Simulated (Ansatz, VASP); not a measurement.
## Two plane-wave programs on Si2WC3

```
Si W C
1.0
     2.04967   -2.75857    0.00000
     2.04967    2.75857    0.00000
     0.00000    0.00000    7.25311
Si W C
2 1 3
Cartesian
  0.0000 0.0000 6.1465
  0.0000 0.0000 1.1066
  0.0000 0.0000 3.6266
  2.0497 0.6576 3.6266
  2.0497 -0.6576 3.6266
  2.0497 0.0000 0.0000
```

Alike in both runs: functional PBE; k mesh 4 × 4 × 3; occupations gaussian, width 0.2 eV; no spin polarisation.

Ansatz relaxed the structure, and its values are those at the end. VASP's run is a single point on that final structure, the one shown.

|  | VASP | Ansatz |
| --- | --- | --- |
| version | VASP 6.6.1 | Ansatz 0.2.0 |
| potentials or method | VASP PAW PBE potentials, release 64 (Si, W_sv, C), cutoff 600 eV | scalar-relativistic, plane waves, PAW |
| valence electrons in the cell | 34 | 34 |

|  | VASP | Ansatz | Ansatz less VASP |
| --- | --- | --- | --- |
| gap on the k mesh at the Fermi level (eV) | none | none | - |
| pressure (GPa) | 0.1 | -0.1 | -0.18 |
| rms of the force components (eV/Å) | 0.033 | 0.011 | -0.0222 |

A gap of «none» marks a metal or a gap that the smearing closes. With one functional, cell and mesh, what is left measures potentials, basis and numerics.

The k mesh is coarse, so the values compare programs but aren't converged. Neither program's run includes spin-orbit coupling.
